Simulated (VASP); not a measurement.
Here is a VASP 6.6.1 calculation.

INCAR

```
ALGO = Normal
EDIFF = 1E-7
ENCUT = 520
GGA = PE
GGA_COMPAT = False
ISIF = 2
ISMEAR = 0
LASPH = True
LCHARG = False
LORBIT = 11
LORBMOM = True
LREAL = False
LSORBIT = True
LWAVE = False
MAGMOM = 0 0 0 0 0 0
NBANDS = 32
NELM = 150
PREC = Accurate
SIGMA = 0.05
```

File KPOINTS:

```
k-points
0
Gamma
  6 6 6
```

Contents of POSCAR:

```
PbS
1.0
    0.0000000000      3.2789092656      3.2789092656
    3.2789092656      0.0000000000      3.2789092656
    3.2789092656      3.2789092656      0.0000000000
Pb S
1 1
Direct
    0.0000000000      0.0000000000      0.0000000000
    0.2500000000      0.2500000000      0.2500000000
```

Potentials or basis: VASP PAW PBE potentials, release 64 (Pb_d, S).

Run with:

```console
$ cat potpaw_PBE.64/Pb_d/POTCAR potpaw_PBE.64/S/POTCAR > POTCAR
$ mpirun -np 1 vasp_ncl > vasp.out
```

(1) Predict the pressure.

(2) Estimate the net moment.

Results:

(1) 1.5 GPa.

(2) 0.00 μB per cell.
